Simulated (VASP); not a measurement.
Crystal: V.

```
V
1.0
    -1.48344    1.48344    1.48344
     1.48344   -1.48344    1.48344
     1.48344    1.48344   -1.48344
V
1
Direct
  0.00000 0.00000 0.00000
```

This cell differs from its parent crystal: volume scaled by 0.94.

Base run:

```yaml
Program: VASP 6.6.1
Functional: PBEsol
Potentials_or_basis: VASP PAW PBE potentials, release 64 (V_sv)
Cutoff: 520 eV
k_mesh: 12 × 12 × 12
Occupations: fermi-dirac, width 0.05 eV
Spin: collinear spin, ferromagnetic start
Starting_moments: "[2.0] μB"
```

Its results: pressure -1.5 GPa; net moment 0.00 μB per cell.

**Question.** After a change of settings the same cell gave: pressure -3.7 GPa; net moment 0.00 μB per cell. Which change was it?
A. functional from PBEsol to LDA; potentials or basis from VASP PAW PBE potentials, release 64 (V_sv) to VASP PAW LDA potentials, release 64 (V_sv)
B. dispersion from none to D4
C. functional from PBEsol to PBE; further incar settings from ALGO = Normal; EDIFF = 1e-06; NBANDS = 16 to ALGO = Fast; EDIFF = 1e-06; NBANDS = 16
D. functional from PBEsol to r2SCAN

**Answer.** B.

Dispersion adds attraction, which lowers the pressure at fixed volume and, as a term added to the energy, leaves the levels alone.

Caveats: the PAW data sets were made with another functional, which shifts forces and pressure a little; pairwise dispersion overbinds metals, which lowers pressure and volume (some runs).
